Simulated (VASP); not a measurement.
NbTe, 2 atoms in the cell. It takes space group Pm-3m (No. 221, cubic). The conventional cell has a = 3.471 Å, b = 3.471 Å, c = 3.471 Å, α = 90.00°, β = 90.00°, γ = 90.00°. Within 4.0 Å of Nb (site symmetry m-3m) lie 8 Te at 3.01 Å and 6 Nb at 3.47 Å. Within 4.0 Å of Te (site symmetry m-3m) lie 8 Nb at 3.01 Å and 6 Te at 3.47 Å. 

- Program: VASP 6.6.1
- Task: single point
- Functional: PBE
- Potentials or basis: VASP PAW PBE potentials, release 64 (Nb_sv, Te)
- Cutoff: 520 eV
- k mesh: 8 × 8 × 8
- Occupations: fermi-dirac, width 0.05 eV
- Spin: no spin polarisation
- Dipole correction: no
- Further INCAR settings: ALGO = Normal; EDIFF = 1e-06; NBANDS = 16

Potentials or basis: VASP PAW PBE potentials, release 64 (Nb_sv, Te).

The run is started by

```sh
$ cat potpaw_PBE.64/Nb_sv/POTCAR potpaw_PBE.64/Te/POTCAR > POTCAR
$ mpirun -np 1 vasp_std > vasp.out
```

Hardware: 1 thread of AMD EPYC 7R43 64-Core Processor (Zen 3) (shared host).

Problem. Estimate the wall time of this run.

Solution. Run time: 29 s on 1 thread of AMD EPYC 7R43 64-Core Processor (Zen 3) (shared host), peak memory 0.13 GiB. Counts: scf iterations 12, k points 35.
